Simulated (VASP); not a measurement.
Crystal: O.

```
CELL_PARAMETERS angstrom
4.04225 0.00000 -0.05113
0.00000 4.02616 0.00000
-1.06459 0.00000 2.79144
ATOMIC_POSITIONS crystal
O 0.33986 0.68420 0.67023
O 0.66014 0.68420 0.82977
O 0.66014 0.31580 0.32977
O 0.33986 0.31580 0.17023
```

Base run:

- Program: VASP 6.6.1
- Functional: r2SCAN
- Potentials or basis: VASP PAW PBE potentials, release 64 (O)
- Cutoff: 520 eV
- k mesh: 6 × 4 × 6
- Occupations: gaussian, width 0.01 eV
- Spin: no spin polarisation

Its results: band gap on the k mesh 0.99 eV (least direct gap 1.03 eV); pressure 4.8 GPa; largest force 1.453 eV/Å.

**Question.** The run is repeated on the same cell with these changes: k mesh from 6 × 4 × 6 to 3 × 3 × 3. What comes out?

**Answer.** Band gap on the k mesh 1.54 eV; pressure 4.9 GPa; largest force 1.454 eV/Å.

Caveats: some runs use coarse meshes; the standard files for N, O and F lose accuracy on very short bonds; spin is off for a triplet molecule; the PAW data sets were made with another functional, which shifts forces and pressure a little; the stress differs along the axes, from 1 to 11 GPa (at least some runs).

A k mesh can miss the band edges.
